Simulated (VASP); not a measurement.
# LiF (Fm-3m) in VASP: vibrations by perturbation theory with PBE

Aim: the vibrations by perturbation theory of LiF with PBE.

Program: VASP 6.6.1. These are calculated values, not measurements. Logs are shortened: lines on timing, memory, paths and dates and some standing lists are left out, and cuts for length are marked.

### 1 The cell of the first run

The structure is cubic, space group Fm-3m (No. 225). The conventional cell has a = 4.068 Å, b = 4.068 Å, c = 4.068 Å, α = 90.00°, β = 90.00°, γ = 90.00°. Li (site symmetry m-3m) has 6 F at 2.03 Å within 2.7 Å. F (site symmetry m-3m) has 6 Li at 2.03 Å within 2.7 Å.

### 2 Vibrations by perturbation theory, PBE

The input, INCAR:

```
ALGO = Normal
EDIFF = 1E-8
ENCUT = 520
GGA = PE
IBRION = 8
ISIF = 2
ISMEAR = 0
LASPH = True
LCHARG = False
LEPSILON = True
LREAL = False
LWAVE = False
NELM = 80
NSW = 1
PREC = Accurate
SIGMA = 0.01
```

The input, KPOINTS:

```
k-points
0
Gamma
  12 12 12
```

The input, POSCAR:

```
LiF
1.0
    0.0000000000      2.0340491107      2.0340491107
    2.0340491107      0.0000000000      2.0340491107
    2.0340491107      2.0340491107      0.0000000000
Li F
1 1
Direct
    0.5000000000      0.5000000000      0.5000000000
    0.0000000000      0.0000000000      0.0000000000
```

Potentials or basis: VASP PAW PBE potentials, release 64 (Li_sv, F).

Launch:

```bash
> cat potpaw_PBE.64/Li_sv/POTCAR potpaw_PBE.64/F/POTCAR > POTCAR
> mpirun -np 1 vasp_std > vasp.out
```

OUTCAR:

```text
EDIFF = 1E-8
   ENCUT = 520
   GGA = PE
   IBRION = 8
   ISIF = 2
   ISMEAR = 0
   LASPH = True
   LEPSILON = True
   LREAL = False
   NELM = 80
   NSW = 1
   PREC = Accurate

 ion  position               nearest neighbor table
   1  0.500  0.500  0.500-   2 2.03   2 2.03   2 2.03   2 2.03   2 2.03   2 2.03
   2  0.000  0.000  0.000-   1 2.03   1 2.03   1 2.03   1 2.03   1 2.03   1 2.03

  LATTYP: Found a face centered cubic cell.
 ALAT       =     4.0680982214

  Lattice vectors:

 A1 = (   0.0000000000,   2.0340491107,   2.0340491107)
 A2 = (   2.0340491107,   0.0000000000,   2.0340491107)
 A3 = (   2.0340491107,   2.0340491107,   0.0000000000)

Analysis of symmetry for initial positions (statically):
=====================================================================
 Subroutine PRICEL returns:
 Original cell was already a primitive cell.

 Routine SETGRP: Setting up the symmetry group for a
 face centered cubic supercell.

 Subroutine GETGRP returns: Found 48 space group operations
 (whereof 48 operations were pure point group operations)
 out of a pool of 48 trial point group operations.

The static configuration has the point symmetry O_h .

Analysis of symmetry for dynamics (positions and initial velocities):
=====================================================================
 Subroutine PRICEL returns:
 Original cell was already a primitive cell.

 Routine SETGRP: Setting up the symmetry group for a
 face centered cubic supercell.

 Subroutine GETGRP returns: Found 48 space group operations
 (whereof 48 operations were pure point group operations)
 out of a pool of 48 trial point group operations.

The dynamic configuration has the point symmetry O_h .

 Subroutine INISYM returns: Found 48 space group operations
 (whereof 48 operations are pure point group operations),
 and found     1 'primitive' translations

----------------------------------------------------------------------------------------

                                     Primitive cell

  volume of cell :      16.8312

  direct lattice vectors                    reciprocal lattice vectors
     0.000000000  2.034049111  2.034049111    -0.245815107  0.245815107  0.245815107
     2.034049111  0.000000000  2.034049111     0.245815107 -0.245815107  0.245815107
     2.034049111  2.034049111  0.000000000     0.245815107  0.245815107 -0.245815107

  length of vectors
     2.876579839  2.876579839  2.876579839     0.425764255  0.425764255  0.425764255

  position of ions in fractional coordinates (direct lattice)
     0.500000000  0.500000000  0.500000000
     0.000000000  0.000000000  0.000000000

  ion indices of the primitive-cell ions
   primitive index   ion index
                 1           1
                 2           2

----------------------------------------------------------------------------------------

 KPOINTS: k-points

Automatic generation of k-mesh.
 Grid dimensions read from file:
 generate k-points for:   12   12   12

 Generating k-lattice:

  Cartesian coordinates                     Fractional coordinates (reciprocal lattice)
[... 440 lines left out ...]
  ---------------------------------------------------
  ---------------------------------------------------
  free energy    TOTEN  =        -0.05383713 eV

  energy without entropy =       -0.05383713

------------------------ aborting loop because EDIFF is reached ----------------------------------------

--------------------------------------- Ionic step        2  -------------------------------------------

------------------------ aborting loop because EDIFF is reached ----------------------------------------

--------------------------------------- Ionic step        3  -------------------------------------------

------------------------ aborting loop because EDIFF is reached ----------------------------------------

 PIEZOELECTRIC TENSOR FIELD DIRECTION 3  (e Angst)
 -----------------------------------------------------------------------------
    -0.00019  0.00000 -0.00000           ( -0.00001  0.00000 -0.00000)
     0.00000 -0.00019 -0.00000           (  0.00000 -0.00001  0.00000)
    -0.00000 -0.00000 -0.00008           ( -0.00000  0.00000 -0.00001)

 PIEZOELECTRIC TENSOR FIELD DIRECTION 3  (C/m^2)
 -----------------------------------------------------------------------------
    -0.00018  0.00000 -0.00000
     0.00000 -0.00018 -0.00000
    -0.00000 -0.00000 -0.00007

--------------------------------------- Ionic step        4  -------------------------------------------

------------------------ aborting loop because EDIFF is reached ----------------------------------------

[... ionic steps 5 to 6 ...]

--------------------------------------- Ionic step        7  -------------------------------------------

 Free energy of the ion-electron system (eV)
  ---------------------------------------------------
  ---------------------------------------------------
  free energy    TOTEN  =        -0.52284334 eV

  energy without entropy =       -0.52284334

------------------------ aborting loop because EDIFF is reached ----------------------------------------

 INTERNAL STRAIN TENSOR  FOR ION    2  DIRECTION 1   (eV/Angst):
 -----------------------------------------------------------------------------
     0.00575 -0.00000  0.00000
     0.00000  0.00492 -0.00000
     0.00000 -0.00000  0.00492

 MACROSCOPIC STATIC DIELECTRIC TENSOR (including local field effects in DFT)
 ------------------------------------------------------
           2.048186     0.000000     0.000000
           0.000000     2.048186    -0.000000
           0.000000    -0.000000     2.048186
 ------------------------------------------------------

 PIEZOELECTRIC TENSOR (including local field effects)  for field in x, y, z        (e  Angst)
          XX          YY          ZZ          XY          YZ          ZX
  --------------------------------------------------------------------------------
  x     0.00000     0.00000     0.00000     0.00000     0.00000     0.00000
  y     0.00000     0.00000     0.00000     0.00000     0.00000     0.00000
  z     0.00000     0.00000     0.00000     0.00000     0.00000     0.00000

 PIEZOELECTRIC TENSOR (including local field effects)  for field in x, y, z        (C/m^2)
          XX          YY          ZZ          XY          YZ          ZX
  --------------------------------------------------------------------------------
  x     0.00000     0.00000     0.00000     0.00000     0.00000     0.00000
  y     0.00000     0.00000     0.00000     0.00000     0.00000     0.00000
  z     0.00000     0.00000     0.00000     0.00000     0.00000     0.00000

 BORN EFFECTIVE CHARGES (including local field effects) (in |e|, cummulative output)
 ---------------------------------------------------------------------------------
 ion    1
    1     1.05360    -0.00000     0.00000
    2     0.00000     1.05360     0.00000
    3     0.00000     0.00000     1.05360
 ion    2
    1    -1.05360     0.00000     0.00000
    2    -0.00000    -1.05360     0.00000
    3     0.00000     0.00000    -1.05360

 INTERNAL STRAIN TENSOR FOR ION    2 for displacements in x,y,z  (eV/Angst):
          X           Y           Z          XY          YZ          ZX
  --------------------------------------------------------------------------------
  x     0.00000     0.00000     0.00000     0.00000     0.00000     0.00000
  y     0.00000     0.00000     0.00000     0.00000     0.00000     0.00000
  z     0.00000     0.00000     0.00000     0.00000     0.00000     0.00000

 SECOND DERIVATIVES (NOT SYMMETRIZED)
 ------------------------------------
               1X          1Y          1Z          2X          2Y          2Z
  1X    -1.396354    0.000000    0.000000    1.396354    0.000000    0.000000
  1Y     0.000000   -1.396354    0.000000    0.000000    1.396354    0.000000
  1Z     0.000000    0.000000   -1.396354    0.000000    0.000000    1.396354
  2X     1.377782    0.000000    0.000000   -1.377782    0.000000    0.000000
  2Y     0.000000    1.377782    0.000000    0.000000   -1.377782    0.000000
  2Z     0.000000    0.000000    1.377782    0.000000    0.000000   -1.377782

 Eigenvectors and eigenvalues of the dynamical matrix
 ----------------------------------------------------

   1 f  =    8.149127 THz    51.202478 2PiTHz  271.825632 cm-1    33.702068 meV
             X         Y         Z           dx          dy          dz
      2.034049  2.034049  2.034049    -0.000000   -0.000000    0.856208
      0.000000  0.000000  0.000000     0.000000   -0.000000   -0.516632
[... 21 lines left out ...]
   6 f/i=    0.024132 THz     0.151627 2PiTHz    0.804966 cm-1     0.099803 meV
             X         Y         Z           dx          dy          dz
      2.034049  2.034049  2.034049     0.470871   -0.212576    0.000568
      0.000000  0.000000  0.000000     0.780369   -0.352300    0.000941

--------------------------------------------------------------------------------------------------------

 MACROSCOPIC STATIC DIELECTRIC TENSOR IONIC CONTRIBUTION
 ------------------------------------------------------
           8.603860    -0.000000    -0.000000
          -0.000000     8.603860    -0.000000
          -0.000000    -0.000000     8.603860
 ------------------------------------------------------

 ELASTIC MODULI CONTR FROM IONIC RELAXATION (kBar)
 Direction    XX          YY          ZZ          XY          YZ          ZX
 --------------------------------------------------------------------------------
 XX           0.0000      0.0000      0.0000      0.0000      0.0000      0.0000
 YY           0.0000      0.0000      0.0000      0.0000      0.0000      0.0000
 ZZ           0.0000      0.0000      0.0000      0.0000      0.0000      0.0000
 XY           0.0000      0.0000      0.0000      0.0000      0.0000      0.0000
 YZ           0.0000      0.0000      0.0000      0.0000      0.0000      0.0000
 ZX           0.0000      0.0000      0.0000      0.0000      0.0000      0.0000
 --------------------------------------------------------------------------------

 PIEZOELECTRIC TENSOR IONIC CONTR  for field in x, y, z        (C/m^2)
          XX          YY          ZZ          XY          YZ          ZX
  --------------------------------------------------------------------------------
  x     0.00000     0.00000     0.00000     0.00000     0.00000     0.00000
  y     0.00000     0.00000     0.00000     0.00000     0.00000     0.00000
  z     0.00000     0.00000     0.00000     0.00000     0.00000     0.00000
```

Wall time 3.9 min (1 thread of AMD EPYC 9R45 (Zen 5), shared host); peak memory 0.16 GiB.

What came out:

```yaml
Electronic_dielectric_tensor_diagonal: 2.05
Born_charges_mean_of_the_diagonal: Li +1.05; F -1.05 e
Highest_phonon_frequency_at_Γ_LO-TO_splitting_left_out: 272 cm⁻¹
```

Phonon frequencies in cm⁻¹ (negative: imaginary):
| q point | frequencies |
| --- | --- |
| (0.000, 0.000, 0.000) | -1 -1 -1 272 272 272 |

Electronic dielectric tensor:
```
2.05 0.00 0.00
0.00 2.05 0.00
0.00 0.00 2.05
```

Born effective charge tensors (e):
atom 1, Li
```
1.05 0.00 0.00
0.00 1.05 0.00
0.00 0.00 1.05
```
atom 2, F
```
-1.05  0.00  0.00
 0.00 -1.05  0.00
 0.00  0.00 -1.05
```
